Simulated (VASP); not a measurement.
# AlIn2N3 (P-6m2) in VASP: a series of runs

The runs below take AlIn2N3 through single point, relaxation of cell and atoms, with PBE.

All numbers are computed with VASP 6.6.1; they aren't measurements. Logs are shortened: lines on timing, memory, paths and dates and some standing lists are left out, and cuts for length are marked.

**1. The cell of the first run**

The structure is hexagonal, space group P-6m2 (No. 187). The conventional cell has a = 5.081 Å, b = 5.081 Å, c = 5.264 Å, α = 90.00°, β = 90.00°, γ = 120.00°. Al (site symmetry -6m2) has 3 N at 1.87 Å within 2.5 Å. In (site symmetry -6m2) has 6 N at 2.57 Å and 3 Al at 2.93 Å within 3.4 Å. Within 3.7 Å of In (site symmetry -6m2) lie 6 N at 2.84 Å. Within 2.4 Å of N (site symmetry mm2) lie 2 N at 1.83 Å and 1 Al at 1.87 Å.

The cell was built from a structure type or drawn by symmetry, and may not be a known phase.

**2. Single point, PBE, collinear spin, ferromagnetic start**

INCAR reads:

```
ALGO     = Normal         # electronic algorithm
EDIFF    = 1E-6           # SCF threshold, eV
ENCUT    = 520            # plane-wave cutoff, eV
GGA      = PE             # functional
ISIF     = 2              # what is computed and relaxed
ISMEAR   = 0              # smearing method
ISPIN    = 2              # spin polarisation
LASPH    = T              # aspherical terms in the spheres
LCHARG   = F              # write CHGCAR
LORBIT   = 11             # projections on sites
LREAL    = F              # projectors in reciprocal space
LWAVE    = F              # write WAVECAR
MAGMOM   = 0 0 0 1 1 1    # initial moments
NBANDS   = 35             # bands
NELM     = 150            # most SCF steps
PREC     = Accurate       # precision mode
SIGMA    = 0.1            # smearing width, eV
```

KPOINTS reads:

```
k-points
0
Gamma
  6 6 4
```

POSCAR reads:

```
AlIn2N3
1.0
    5.0805522868      0.0000000000      0.0000000000
   -2.5402761434      4.3998873456      0.0000000000
    0.0000000000      0.0000000000      5.2640419639
Al In N
1 2 3
Direct
    0.0000000000      0.0000000000      0.5000000000
    0.6666666667      0.3333333333      0.5000000000
    0.3333333333      0.6666666667      0.0000000000
    0.2130718454      0.7869281546      0.5000000000
    0.2130718454      0.4261436909      0.5000000000
    0.5738563091      0.7869281546      0.5000000000
```

Potentials or basis: VASP PAW PBE potentials, release 64 (Al, In_d, N).

Started as:

```
cat potpaw_PBE.64/Al/POTCAR potpaw_PBE.64/In_d/POTCAR potpaw_PBE.64/N/POTCAR > POTCAR
mpirun -np 1 vasp_std > vasp.out
```

OUTCAR:

```text
EDIFF = 1E-6
   ENCUT = 520
   GGA = PE
   ISIF = 2
   ISMEAR = 0
   ISPIN = 2
   LASPH = T
   LORBIT = 11
   LREAL = F
   NELM = 150
   PREC = Accurate

 ion  position               nearest neighbor table
   1  0.000  0.000  0.500-   4 1.87   5 1.87   6 1.87   2 2.93   2 2.93   2 2.93
   2  0.667  0.333  0.500-   6 2.57   5 2.57   4 2.57   4 2.57   6 2.57   5 2.57   1 2.93   1 2.93
                             1 2.93   3 3.94   3 3.94   3 3.94   3 3.94   3 3.94   3 3.94
   3  0.333  0.667  0.000-   5 2.84   5 2.84   4 2.84   4 2.84   6 2.84   6 2.84   2 3.94   2 3.94
                             2 3.94   2 3.94   2 3.94   2 3.94
   4  0.213  0.787  0.500-   1 1.87   2 2.57   2 2.57   3 2.84   3 2.84
   5  0.213  0.426  0.500-   1 1.87   2 2.57   2 2.57   3 2.84   3 2.84
   6  0.574  0.787  0.500-   1 1.87   2 2.57   2 2.57   3 2.84   3 2.84

  LATTYP: Found a hexagonal cell.
 ALAT       =     5.0805522868
 C/A-ratio  =     1.0361160887

  Lattice vectors:

 A1 = (   5.0805522868,   0.0000000000,   0.0000000000)
 A2 = (  -2.5402761434,   4.3998873456,   0.0000000000)
 A3 = (   0.0000000000,   0.0000000000,   5.2640419639)

Analysis of symmetry for initial positions (statically):
=====================================================================
 Subroutine PRICEL returns:
 Original cell was already a primitive cell.

 Routine SETGRP: Setting up the symmetry group for a
 hexagonal supercell.

 Subroutine GETGRP returns: Found 12 space group operations
 (whereof 12 operations were pure point group operations)
 out of a pool of 24 trial point group operations.

The static configuration has the point symmetry D_3h.

Analysis of symmetry for dynamics (positions and initial velocities):
=====================================================================
 Subroutine PRICEL returns:
 Original cell was already a primitive cell.

 Routine SETGRP: Setting up the symmetry group for a
 hexagonal supercell.

 Subroutine GETGRP returns: Found 12 space group operations
 (whereof 12 operations were pure point group operations)
 out of a pool of 24 trial point group operations.

The dynamic configuration has the point symmetry D_3h.

Analysis of structural, dynamic, and magnetic symmetry:
=====================================================================
 Subroutine PRICEL returns:
 Original cell was already a primitive cell.

 Routine SETGRP: Setting up the symmetry group for a
 hexagonal supercell.

 Subroutine GETGRP returns: Found 12 space group operations
[... 143 lines left out ...]
 NGX is ok and might be reduce to    40
   NGX = 19   NGY = 19   NGZ = 19

 number of electron      44.0000002 magnetization      -0.0005928

 number of electron      44.0000002 magnetization       0.0001768

 Free energy of the ion-electron system (eV)
  ---------------------------------------------------
  ext. energy  EPLUGINS =         0.00000000
  ---------------------------------------------------
  free energy    TOTEN  =       -26.79940953 eV

  energy without entropy =      -26.78832136  energy(sigma->0) =      -26.79386545

 E-fermi :   4.9669     XC(G=0):  -9.1093

 val. band max:        4.8442761340   @ k =   0.3333   0.1667   0.0000
 cond. band min:       5.0005221845   @ k =   0.3333   0.1667   0.2500
 fundamental gap:      0.1562460505
 Fermi energy:         4.9669271290

 spin component 1

 k-point     1 :       0.0000    0.0000    0.0000
  band No.  band energies     occupation
      1     -13.0941      1.00000
      2     -10.1645      1.00000
      3     -10.1645      1.00000
      4      -9.8698      1.00000
      5      -9.8698      1.00000
      6      -9.8507      1.00000
[... 766 lines left out ...]
     33      11.7108      0.00000
     34      14.3856      0.00000
 Fermi energy:         4.9669271290

 spin component 2

 k-point     1 :       0.0000    0.0000    0.0000
  band No.  band energies     occupation
      1     -13.0940      1.00000
      2     -10.1645      1.00000
      3     -10.1645      1.00000
      4      -9.8698      1.00000
      5      -9.8698      1.00000
      6      -9.8507      1.00000
[... 766 lines left out ...]
     33      11.7108      0.00000
     34      14.3856      0.00000
 [bands above 34 left out]

------------------------ aborting loop because EDIFF is reached ----------------------------------------

  FORCE on cell =-STRESS in cart. coord.  units (eV):
  Direction    XX          YY          ZZ          XY          YZ          ZX
  --------------------------------------------------------------------------------------
  -------------------------------------------------------------------------------------
  Total       -0.0463996     -0.0463996     -0.1531821      0.0000000     -0.0000000      0.0000000
  in kB       -0.6317618     -0.6317618     -2.0856756      0.0000000     -0.0000000      0.0000000
  external PRESSURE =      -1.1163997 kB  Pullay stress =       0.0000000 kB

 VOLUME and BASIS-vectors are now :
 -----------------------------------------------------------------------------
  energy-cutoff  :      520.00
  volume of cell :      117.67
      direct lattice vectors                 reciprocal lattice vectors
     5.080552287  0.000000000  0.000000000     0.196828995  0.113639273  0.000000000
    -2.540276143  4.399887346  0.000000000     0.000000000  0.227278546  0.000000000
     0.000000000  0.000000000  5.264041964     0.000000000  0.000000000  0.189968090

 POSITION                                       TOTAL-FORCE (eV/Angst)
 -----------------------------------------------------------------------------------
      0.00000      0.00000      2.63202        -0.000000     -0.000000     -0.000000
      2.54028      1.46663      2.63202        -0.000000     -0.000000     -0.000000
     -0.00000      2.93326      0.00000        -0.000000     -0.000000     -0.000000
     -0.91649      3.46240      2.63202        -0.021781      0.012575     -0.000000
     -0.00000      1.87498      2.63202         0.000000     -0.025150      0.000000
      0.91649      3.46240      2.63202         0.021781      0.012575     -0.000000
 -----------------------------------------------------------------------------------
    total drift:                                0.000000     -0.000000      0.000000

  FREE ENERGIE OF THE ION-ELECTRON SYSTEM (eV)
  ---------------------------------------------------
  free  energy   TOTEN  =       -26.7994095314 eV

  energy  without entropy=      -26.7883213622  energy(sigma->0) =      -26.79386545

 total charge

# of ion       s       p       d       tot
------------------------------------------
    1        0.378   0.379   0.000   0.757
    2        1.000   0.386   9.902  11.288
    3        1.140   0.212   9.862  11.214
    4        1.320   2.210   0.000   3.530
    5        1.320   2.210   0.000   3.530
    6        1.320   2.210   0.000   3.530
--------------------------------------------------
tot          6.479   7.607  19.764  33.851

 magnetization (x)

# of ion       s       p       d       tot
------------------------------------------
    1        0.000  -0.000   0.000   0.000
    2       -0.000  -0.000  -0.000  -0.000
    3       -0.000   0.000   0.000  -0.000
    4        0.000   0.000   0.000   0.000
    5        0.000   0.000   0.000   0.000
    6        0.000   0.000   0.000   0.000
--------------------------------------------------
tot          0.000   0.000  -0.000   0.000
```

Wall time 1.9 min (1 thread of Intel Xeon 6975P-C (Granite Rapids), shared host); peak memory 0.36 GiB.

Results:

* Free energy: -26.7994 eV
* Pressure: -0.1 GPa
* Largest force: 0.025 eV/Å
* Band gap on the k mesh: zero (filled and empty bands overlap)
* Net moment: 0.00 μB per cell
* Valence electrons inside the program's atomic spheres: Al 0.76; In 11.29, 11.21; N 3.53

Forces on the atoms (eV/Å):
```
Al   0.000  0.000  0.000
In   0.000  0.000  0.000
In   0.000  0.000  0.000
N   -0.022  0.013  0.000
N    0.000 -0.025  0.000
N    0.022  0.013  0.000
```

Stress tensor (GPa, compression positive):
```
-0.06  0.00  0.00
 0.00 -0.06  0.00
 0.00  0.00 -0.21
```

Caveat: spin-orbit coupling is left out, which moves the levels of the heavy elements.

**3. Single point, PBE**

This run uses another cell than the first one, of 16.43 Å³/atom.

INCAR reads:

```
SYSTEM = AlIn2N3
PREC = Accurate ; ENCUT = 520
EDIFF = 1E-6 ; ISMEAR = 0
SIGMA = 0.1 ; LREAL = .False.
LASPH = .True. ; NELM = 60
ALGO = Normal ; ISIF = 2
LWAVE = .False. ; LCHARG = .True.
GGA = PE ; LELF = .True.
LVHAR = .True. ; NBANDS = 31
```

KPOINTS reads:

```
regular mesh
0
Gamma
  6 6 4
  0 0 0
```

POSCAR reads:

```
AlIn2N3
1.0
    5.0292303800      0.0000000000      0.0000000000
   -2.5146151900      4.3554412700      0.0000000000
    0.0000000000      0.0000000000      4.5016655400
Al In N
1 2 3
Direct
    0.0000000000      0.0000000000      0.5000000000
    0.6666666700      0.3333333300      0.5000000000
    0.3333333300      0.6666666700      0.0000000000
    0.2203279800      0.7796720200      0.5000000000
    0.2203279800      0.4406559700      0.5000000000
    0.5593440300      0.7796720200      0.5000000000
```

Potentials or basis: VASP PAW PBE potentials, release 64 (Al, In_d, N).

Started as:

```
cat potpaw_PBE.64/Al/POTCAR potpaw_PBE.64/In_d/POTCAR potpaw_PBE.64/N/POTCAR > POTCAR
mpirun -np 1 vasp_std > vasp.out
```

OUTCAR:

```text
SYSTEM = AlIn2N3
   PREC = Accurate
   ENCUT = 520
   EDIFF = 1E-6
   ISMEAR = 0
   LREAL = .False.
   LASPH = .True.
   NELM = 60
   ISIF = 2
   GGA = PE

 ion  position               nearest neighbor table
   1  0.000  0.000  0.500-   4 1.92   5 1.92   6 1.92   2 2.90   2 2.90   2 2.90   3 3.67   3 3.67
                             3 3.67   3 3.67   3 3.67   3 3.67
   2  0.667  0.333  0.500-   6 2.56   5 2.56   4 2.56   4 2.56   6 2.56   5 2.56   1 2.90   1 2.90
                             1 2.90   3 3.67   3 3.67   3 3.67   3 3.67   3 3.67   3 3.67
   3  0.333  0.667  0.000-   5 2.46   5 2.46   6 2.46   6 2.46   4 2.46   4 2.46   2 3.67   2 3.67
                             1 3.67   1 3.67   2 3.67   2 3.67   1 3.67   1 3.67   1 3.67   1 3.67
   4  0.220  0.780  0.500-   5 1.70   6 1.70   1 1.92   3 2.46   3 2.46   2 2.56   2 2.56
   5  0.220  0.441  0.500-   4 1.70   6 1.70   1 1.92   3 2.46   3 2.46   2 2.56   2 2.56
   6  0.559  0.780  0.500-   5 1.70   4 1.70   1 1.92   3 2.46   3 2.46   2 2.56   2 2.56

  LATTYP: Found a hexagonal cell.
 ALAT       =     5.0292303800
 C/A-ratio  =     0.8951002837

  Lattice vectors:

 A1 = (   5.0292303800,   0.0000000000,   0.0000000000)
 A2 = (  -2.5146151900,   4.3554412700,   0.0000000000)
 A3 = (   0.0000000000,   0.0000000000,   4.5016655400)

Analysis of symmetry for initial positions (statically):
=====================================================================
 Subroutine PRICEL returns:
 Original cell was already a primitive cell.

 Routine SETGRP: Setting up the symmetry group for a
 hexagonal supercell.

 Subroutine GETGRP returns: Found 12 space group operations
 (whereof 12 operations were pure point group operations)
 out of a pool of 24 trial point group operations.

The static configuration has the point symmetry D_3h.

Analysis of symmetry for dynamics (positions and initial velocities):
=====================================================================
 Subroutine PRICEL returns:
 Original cell was already a primitive cell.

 Routine SETGRP: Setting up the symmetry group for a
 hexagonal supercell.
[... 133 lines left out ...]
   LORBIT       =      0    0 simple, 1 ext, 2 COOP (PROOUT), +10 PAW based schemes
   GGA     = PE    functional components
   LHFCALC =     F    Hartree Fock is set to
   AEXX    =    0.0000 exact exchange contribution
   IVDW    =     0    specifies the selected vdW correction
   LEPSILON=     F    determine dielectric tensor
   LRPA    =     F    only Hartree local field effects (RPA)
 non-spin polarized calculation
 Gauss-broadening in eV      SIGMA  =   0.10
  energy-cutoff  :      520.00
  volume of cell :       98.61
 maximum number of plane-waves:      2693
 NGX is ok and might be reduce to    40
   NGX = 19   NGY = 19   NGZ = 17

 number of electron      44.0000014 magnetization

 Free energy of the ion-electron system (eV)
  ---------------------------------------------------
  ext. energy  EPLUGINS =         0.00000000
  ---------------------------------------------------
  free energy    TOTEN  =       -26.17597141 eV

  energy without entropy =      -26.16294549  energy(sigma->0) =      -26.16945845

 E-fermi :   6.6661     XC(G=0): -10.0296

 val. band max:        6.5988272328   @ k =   0.3333   0.1667   0.5000
 cond. band min:       6.6676922607   @ k =   0.3333   0.1667   0.2500
 fundamental gap:      0.0688650279
 Fermi energy:         6.6661139920

 k-point     1 :       0.0000    0.0000    0.0000
  band No.  band energies     occupation
      1     -13.5942      2.00000
      2      -8.6441      2.00000
      3      -8.6441      2.00000
      4      -8.1264      2.00000
      5      -8.1078      2.00000
      6      -8.1078      2.00000
[... 703 lines left out ...]
     30      13.0068      0.00000
     31      13.3237      0.00000

------------------------ aborting loop because EDIFF is reached ----------------------------------------

  FORCE on cell =-STRESS in cart. coord.  units (eV):
  Direction    XX          YY          ZZ          XY          YZ          ZX
  --------------------------------------------------------------------------------------
  -------------------------------------------------------------------------------------
  Total        4.4282945      4.4282945      6.2836473      0.0000000      0.0000000      0.0000000
  in kB       71.9515508     71.9515507    102.0975834      0.0000000      0.0000000      0.0000000
  external PRESSURE =      82.0002283 kB  Pullay stress =       0.0000000 kB

 VOLUME and BASIS-vectors are now :
 -----------------------------------------------------------------------------
  energy-cutoff  :      520.00
  volume of cell :       98.61
      direct lattice vectors                 reciprocal lattice vectors
     5.029230380  0.000000000  0.000000000     0.198837580  0.114798931  0.000000000
    -2.514615190  4.355441270  0.000000000     0.000000000  0.229597861  0.000000000
     0.000000000  0.000000000  4.501665540     0.000000000  0.000000000  0.222140004

 POSITION                                       TOTAL-FORCE (eV/Angst)
 -----------------------------------------------------------------------------------
      0.00000      0.00000      2.25083        -0.000000      0.000000     -0.000000
      2.51462      1.45181      2.25083         0.000000      0.000000     -0.000000
     -0.00000      2.90363      0.00000         0.000000      0.000000     -0.000000
     -0.85249      3.39582      2.25083        -1.308484      0.755454     -0.000000
     -0.00000      1.91925      2.25083         0.000000     -1.510907      0.000000
      0.85249      3.39582      2.25083         1.308484      0.755454     -0.000000
 -----------------------------------------------------------------------------------
    total drift:                                0.000054     -0.000031      0.000000

  FREE ENERGIE OF THE ION-ELECTRON SYSTEM (eV)
  ---------------------------------------------------
  free  energy   TOTEN  =       -26.1759714083 eV

  energy  without entropy=      -26.1629454931  energy(sigma->0) =      -26.16945845
```

Run time: 44 s. Hardware: 1 thread of AMD EPYC 9R45 (Zen 5), shared host; peak memory 0.22 GiB.

Results:

```
Free energy            : -26.1760 eV
Pressure               : 8.2 GPa
Largest force          : 1.511 eV/Å
Band gap on the k mesh : zero (bands 22 and 23 overlap by 1.97 eV)
```

Forces in eV/Å, atoms in the order of the input:
```
Al   0.000  0.000  0.000
In   0.000  0.000  0.000
In   0.000  0.000  0.000
N   -1.308  0.755  0.000
N    0.000 -1.511  0.000
N    1.308  0.755  0.000
```

Stress tensor (GPa, compression positive):
```
 7.20  0.00  0.00
 0.00  7.20  0.00
 0.00  0.00 10.21
```

Levels at points of the mesh, in eV from the Fermi level:
```tsv
k point	band 18	band 19	band 20	band 21	band 22	band 23	band 24	band 25	band 26	band 27
(0.00, 0.00, 0.00)	-4.31	-2.01	-1.92	-1.92	1.10	1.62	1.62	1.82	2.01	3.27
(0.50, 0.00, 0.00)	-4.09	-3.17	-2.81	-1.95	-1.53	0.49	0.98	1.76	2.59	2.82
(0.00, 0.00, 0.50)	-2.92	-2.92	-2.45	-0.81	1.11	1.61	1.77	1.77	2.84	3.19
(0.50, 0.00, 0.50)	-4.47	-3.51	-3.06	-1.34	-0.23	1.00	1.13	1.90	1.95	3.69
```

Caveat: the cell stands under pressure; spin-orbit coupling is left out, which moves the levels of the heavy elements; forces of over 1 eV/Å act on the atoms, so gaps and moduli don't describe the material at rest.

**4. Single point, PBE**

INCAR reads:

```
ALGO = Normal
EDIFF = 1E-6
ENCUT = 520
GGA = PE
ISIF = 2
ISMEAR = 0
LASPH = True
LCHARG = False
LREAL = False
LWAVE = False
NBANDS = 31
NELM = 80
PREC = Accurate
SIGMA = 0.1
```

KPOINTS reads:

```
k-points
0
Gamma
  6 6 4
```

POSCAR reads:

```
AlIn2N3
1.0
    5.0805522868      0.0000000000      0.0000000000
   -2.5402761434      4.3998873456      0.0000000000
    0.0000000000      0.0000000000      5.2640419639
Al In N
1 2 3
Direct
    0.0000000000      0.0000000000      0.5000000000
    0.6666666667      0.3333333333      0.5000000000
    0.3333333333      0.6666666667      0.0000000000
    0.2130718454      0.7869281546      0.5000000000
    0.2130718454      0.4261436909      0.5000000000
    0.5738563091      0.7869281546      0.5000000000
```

Started as:

```
cat potpaw_PBE.64/Al/POTCAR potpaw_PBE.64/In_d/POTCAR potpaw_PBE.64/N/POTCAR > POTCAR
mpirun -np 1 vasp_std > vasp.out
```

Run time: 48 s. Hardware: 1 thread of AMD EPYC 9R45 (Zen 5), shared host; peak memory 0.24 GiB.

The run converged. Its results:

- Free energy: -26.7994 eV
- Pressure: -0.1 GPa
- Largest force: 0.025 eV/Å
- Band gap on the k mesh: zero (bands 22 and 23 overlap by 1.85 eV)

Forces on the atoms (eV/Å):
```
Al   0.000  0.000  0.000
In   0.000  0.000  0.000
In   0.000  0.000  0.000
N   -0.022  0.013  0.000
N    0.000 -0.025  0.000
N    0.022  0.013  0.000
```

Stress tensor (GPa, compression positive):
```
-0.06  0.00  0.00
 0.00 -0.06  0.00
 0.00  0.00 -0.21
```

Levels at points of the mesh, in eV from the Fermi level:
```csv
k point,band 18,band 19,band 20,band 21,band 22,band 23,band 24,band 25,band 26,band 27
"(0.00, 0.00, 0.00)",-4.66,-2.32,-1.55,-1.55,0.86,1.37,1.37,1.93,2.79,2.84
"(0.50, 0.00, 0.00)",-3.82,-3.39,-2.70,-1.59,-1.49,0.38,0.91,1.46,2.08,2.14
"(0.00, 0.00, 0.50)",-2.76,-1.96,-1.96,-1.47,0.87,1.17,1.40,1.40,2.57,3.48
"(0.50, 0.00, 0.50)",-3.59,-3.16,-2.10,-1.44,-1.04,0.25,1.05,1.50,2.28,2.96
```

Caveat: spin-orbit coupling is left out, which moves the levels of the heavy elements.

(Continued in part 2 of 3.)
